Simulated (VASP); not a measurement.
# Si2Cl (P3m1) in VASP: a series of runs, part 2 of 3

VASP 6.6.1. The steps go on from the part before.

### Step 4. Single point, PBE

This run uses another cell than the first one, of 18.65 Å³/atom, 0.739 times its volume.

Input file INCAR:

```
  PREC = Accurate
  ENCUT = 500
  EDIFF = 1E-6
  ISMEAR = 0
  SIGMA = 0.1
  LREAL = F
  LASPH = T
  NELM = 120
  ALGO = Normal
  ISIF = 2
  LWAVE = F
  LCHARG = F
  GGA = PE
  NBANDS = 14
  GGA_COMPAT = F
```

Input file KPOINTS:

```
Automatic mesh
0
Gamma
  6 6 4
```

Input file POSCAR:

```
Si2Cl
1.0
    3.4076797400      0.0000000000      0.0000000000
   -1.7038398700      2.9511372200      0.0000000000
    0.0000000000      0.0000000000      5.5647410100
Si Cl
2 1
Direct
    0.3333333300      0.6666666700      0.0000000000
    0.6666666700      0.3333333300      0.5000000000
    0.3333333300      0.6666666700      0.3750000000
```

Potentials or basis: VASP PAW PBE potentials, release 64 (Si, Cl).

Launch:

```console
> cat potpaw_PBE.64/Si/POTCAR potpaw_PBE.64/Cl/POTCAR > POTCAR
> mpirun -np 1 vasp_std > vasp.out
```

OUTCAR:

```text
PREC = Accurate
   ENCUT = 500
   EDIFF = 1E-6
   ISMEAR = 0
   LREAL = F
   LASPH = T
   NELM = 120
   ISIF = 2
   GGA = PE

 ion  position               nearest neighbor table
   1  0.333  0.667  0.000-   3 2.09
   2  0.667  0.333  0.500-   3 2.09   3 2.09   3 2.09
   3  0.333  0.667  0.375-   2 2.09   2 2.09   2 2.09   1 2.09

  LATTYP: Found a hexagonal cell.
 ALAT       =     3.4076797400
 C/A-ratio  =     1.6329999984

  Lattice vectors:

 A1 = (   3.4076797400,   0.0000000000,   0.0000000000)
 A2 = (  -1.7038398700,   2.9511372200,   0.0000000000)
 A3 = (   0.0000000000,   0.0000000000,   5.5647410100)

Analysis of symmetry for initial positions (statically):
=====================================================================
 Subroutine PRICEL returns:
 Original cell was already a primitive cell.

 Routine SETGRP: Setting up the symmetry group for a
 hexagonal supercell.

 Subroutine GETGRP returns: Found  6 space group operations
 (whereof  6 operations were pure point group operations)
 out of a pool of 24 trial point group operations.

The static configuration has the point symmetry C_3v.

Analysis of symmetry for dynamics (positions and initial velocities):
=====================================================================
 Subroutine PRICEL returns:
 Original cell was already a primitive cell.

 Routine SETGRP: Setting up the symmetry group for a
 hexagonal supercell.

 Subroutine GETGRP returns: Found  6 space group operations
 (whereof  6 operations were pure point group operations)
 out of a pool of 24 trial point group operations.

The dynamic configuration has the point symmetry C_3v.

 Subroutine INISYM returns: Found  6 space group operations
 (whereof  6 operations are pure point group operations),
 and found     1 'primitive' translations

----------------------------------------------------------------------------------------

                                     Primitive cell

  volume of cell :      55.9620

  direct lattice vectors                    reciprocal lattice vectors
     3.407679740  0.000000000  0.000000000     0.293454807  0.169426212  0.000000000
    -1.703839870  2.951137220  0.000000000     0.000000000  0.338852424  0.000000000
     0.000000000  0.000000000  5.564741010     0.000000000  0.000000000  0.179702883

  length of vectors
     3.407679740  3.407679738  5.564741010     0.338852424  0.338852424  0.179702883

  position of ions in fractional coordinates (direct lattice)
     0.333333330  0.666666670  0.000000000
     0.666666670  0.333333330  0.500000000
     0.333333330  0.666666670  0.375000000

  ion indices of the primitive-cell ions
   primitive index   ion index
                 1           1
                 2           2
                 3           3

----------------------------------------------------------------------------------------

 KPOINTS: Automatic mesh

Automatic generation of k-mesh.
 Grid dimensions read from file:
 generate k-points for:    6    6    4

[... 25 lines left out ...]
  0.333333  0.166667  0.000000     12.000000
[... 16 lines left out ...]
  0.333333  0.166667  0.500000     12.000000
  0.333333  0.333333  0.500000      2.000000
   k-points           NKPTS =     24   k-points in BZ     NKDIM =     24   number of bands    NBANDS=     14
   number of dos      NEDOS =    301   number of ions     NIONS =      3
   total plane-waves  NPLWV =  32928
   dimension x,y,z NGX =    28 NGY =   28 NGZ =   42
   dimension x,y,z NGXF=    56 NGYF=   56 NGZF=   84
   ions per type =               2   1
   NGX,Y,Z   is equivalent  to a cutoff of  13.66, 13.66, 12.55 a.u.
   NGXF,Y,Z  is equivalent  to a cutoff of  27.32, 27.32, 25.09 a.u.
 SYSTEM =  unknown system
   PREC   = accura    normal or accurate (medium, high low for compatibility)
   ISTART =      0    job   : 0-new  1-cont  2-samecut
   ICHARG =      2    charge: 1-file 2-atom 10-const
   ISPIN  =      1    spin polarized calculation?
   LNONCOLLINEAR =      F non collinear calculations
   LSORBIT =      F    spin-orbit coupling
   LASPH  =      T    aspherical Exc in radial PAW
   ENCUT  =  500.0 eV  36.75 Ry    6.06 a.u.   6.21  6.21 10.15*2*pi/ulx,y,z
   NELM   =    120;   NELMIN=  2; NELMDL= -5     # of ELM steps
   EDIFF  = 0.1E-05   stopping-criterion for ELM
   LREAL  =      F    real-space projection
   EDIFFG = 0.1E-04   stopping-criterion for IOM
   NSW    =      0    number of steps for IOM
   IBRION =     -1    ionic relax: 0-MD 1-quasi-New 2-CG
   NFREE  =      0    steps in history (QN), initial steepest desc. (CG)
   ISIF   =      2    stress and relaxation
   ISYM   =      2    0-nonsym 1-usesym 2-fastsym
   POTIM  = 0.5000    time-step for ionic-motion
   TEBEG  =    0.0;   TEEND  =   0.0 temperature during run
   PSTRESS=    0.0 pullay stress
   NELECT =      15.0000    total number of electrons
   NUPDOWN=      -1.0000    fix difference up-down
   EMIN   =  10.00;   EMAX   =-10.00  energy-range for DOS
   EFERMI =   0.00;   METHOD = LEGACY
   ISMEAR =     0;   SIGMA  =   0.10  broadening in eV -4-tet -1-fermi 0-gaus
   EFERMI_NEDOS =   21; number of points for ismear=-14 and -15
   IALGO  =     38    algorithm
   IMIX   =      4    mixing-type and parameters
     AMIX     =   0.40;   BMIX     =  1.00
     AMIX_MAG =   1.60;   BMIX_MAG =  1.00
  volume/ion in A,a.u.               =      18.65       125.88
  Fermi-wavevector in a.u.,A,eV,Ry     =   1.055539  1.994679 15.159097  1.114162
  Thomas-Fermi vector in A             =   2.190741
   LORBIT       =      0    0 simple, 1 ext, 2 COOP (PROOUT), +10 PAW based schemes
   GGA     = PE    functional components
   LHFCALC =     F    Hartree Fock is set to
   AEXX    =    0.0000 exact exchange contribution
   IVDW    =     0    specifies the selected vdW correction
   LEPSILON=     F    determine dielectric tensor
   LRPA    =     F    only Hartree local field effects (RPA)
 non-spin polarized calculation
 Gauss-broadening in eV      SIGMA  =   0.10
  energy-cutoff  :      500.00
  volume of cell :       55.96
 maximum number of plane-waves:      1448
 NGX is ok and might be reduce to    28
   NGX = 13   NGY = 13   NGZ = 21

 number of electron      15.0000001 magnetization

 Free energy of the ion-electron system (eV)
  ---------------------------------------------------
  ext. energy  EPLUGINS =         0.00000000
  ---------------------------------------------------
  free energy    TOTEN  =        -6.06549664 eV

  energy without entropy =       -6.05485753  energy(sigma->0) =       -6.06017709

 E-fermi :   7.1593     XC(G=0):  -9.9380

 val. band max:        7.1481672333   @ k =   0.1667   0.1667   0.5000
 cond. band min:       7.2180740735   @ k =   0.3333   0.1667   0.2500
 fundamental gap:      0.0699068402
 Fermi energy:         7.1593266022

 k-point     1 :       0.0000    0.0000    0.0000
  band No.  band energies     occupation
      1     -14.4768      2.00000
      2      -4.2481      2.00000
      3      -1.0738      2.00000
      4      -1.0738      2.00000
      5      -0.7381      2.00000
      6       4.8099      2.00000
      7       7.1106      1.50909
      8       8.3334      0.00000
      9       8.3334      0.00000
     10      10.4789      0.00000
     11      11.1015      0.00000
     12      11.1015      0.00000
     13      14.1338      0.00000
     14      14.1338      0.00000
[... 377 lines left out ...]
      1     -13.3818      2.00000
      2      -4.9380      2.00000
      3      -3.5090      2.00000
      4      -3.1206      2.00000
      5       3.5593      2.00000
      6       3.9511      2.00000
      7       4.8801      2.00000
      8       7.8597      0.00000
      9       8.3463      0.00000
     10       9.4847      0.00000
     11      10.3421      0.00000
     12      11.9521      0.00000
     13      12.1321      0.00000
     14      12.4814      0.00000

------------------------ aborting loop because EDIFF is reached ----------------------------------------

  FORCE on cell =-STRESS in cart. coord.  units (eV):
  Direction    XX          YY          ZZ          XY          YZ          ZX
  --------------------------------------------------------------------------------------
  -------------------------------------------------------------------------------------
  Total        9.5888140      9.5888140      8.9326381      0.0000000      0.0000000     -0.0000000
  in kB      274.5252800    274.5252795    255.7391334      0.0000000      0.0000000     -0.0000000
  external PRESSURE =     268.2632309 kB  Pullay stress =       0.0000000 kB

 VOLUME and BASIS-vectors are now :
 -----------------------------------------------------------------------------
  energy-cutoff  :      500.00
  volume of cell :       55.96
      direct lattice vectors                 reciprocal lattice vectors
     3.407679740  0.000000000  0.000000000     0.293454807  0.169426212  0.000000000
    -1.703839870  2.951137220  0.000000000     0.000000000  0.338852424  0.000000000
     0.000000000  0.000000000  5.564741010     0.000000000  0.000000000  0.179702883

 POSITION                                       TOTAL-FORCE (eV/Angst)
 -----------------------------------------------------------------------------------
     -0.00000      1.96742      0.00000         0.000000     -0.000000     -3.621936
      1.70384      0.98371      2.78237         0.000000     -0.000000      4.237923
     -0.00000      1.96742      2.08678        -0.000000      0.000000     -0.615987
 -----------------------------------------------------------------------------------
    total drift:                                0.000018     -0.000010     -0.000531

  FREE ENERGIE OF THE ION-ELECTRON SYSTEM (eV)
  ---------------------------------------------------
  free  energy   TOTEN  =        -6.0654966419 eV

  energy  without entropy=       -6.0548575299  energy(sigma->0) =       -6.06017709
```

OSZICAR:

```text
N       E                     dE             d eps       ncg     rms          rms(c)
DAV:   1     0.590923819536E+02    0.59092E+02   -0.58869E+03   672   0.846E+02
DAV:   2    -0.211664677692E+01   -0.61209E+02   -0.56670E+02   876   0.155E+02
DAV:   3    -0.621710270884E+01   -0.41005E+01   -0.40357E+01   888   0.411E+01
DAV:   4    -0.627062910208E+01   -0.53526E-01   -0.53500E-01   812   0.564E+00
DAV:   5    -0.627151730570E+01   -0.88820E-03   -0.88817E-03   894   0.722E-01    0.271E+01
DAV:   6    -0.610029488983E+01    0.17122E+00   -0.53963E-01   864   0.362E+00    0.181E+01
DAV:   7    -0.613663068852E+01   -0.36336E-01   -0.43866E-01   816   0.337E+00    0.220E+00
DAV:   8    -0.606580801717E+01    0.70823E-01   -0.20155E-01   816   0.224E+00    0.328E-01
DAV:   9    -0.606566122218E+01    0.14679E-03   -0.10275E-02   786   0.602E-01    0.362E-01
DAV:  10    -0.606553651801E+01    0.12470E-03   -0.11111E-03   858   0.201E-01    0.276E-01
DAV:  11    -0.606549752623E+01    0.38992E-04   -0.94965E-05   870   0.674E-02    0.533E-02
DAV:  12    -0.606549734252E+01    0.18372E-06   -0.16698E-05   804   0.245E-02    0.186E-02
DAV:  13    -0.606549664192E+01    0.70059E-06   -0.25235E-06   784   0.968E-03
   1 F= -.60654966E+01 E0= -.60601771E+01  d E =-.106391E-01
```

stdout:

```text
POSCAR found type information on POSCAR SiCl
 POSCAR found :  2 types and       3 ions
 scaLAPACK will be used
 LDA part: xc-table for (Slater+PW92), standard interpolation
 POSCAR, INCAR and KPOINTS ok, starting setup
 FFT: planning ... GRIDC
 FFT: planning ... GRID_SOFT
 FFT: planning ... GRID
 WAVECAR not read
 entering main loop
```

Run time: 8.7 s. Hardware: 1 thread of Intel Xeon 6975P-C (Granite Rapids), shared host; peak memory 0.17 GiB.

What came out:

```yaml
Free_energy: -6.0655 eV
Pressure: 26.8 GPa
Largest_force: 4.238 eV/Å
```

Forces in eV/Å, atoms in the order of the input:
```
Si   0.000  0.000 -3.622
Si   0.000  0.000  4.238
Cl   0.000  0.000 -0.616
```

Caveat: an odd number of electrons without spin polarisation forces a metal; a magnetic or distorted state may lie lower.

(Continued in part 3 of 3.)
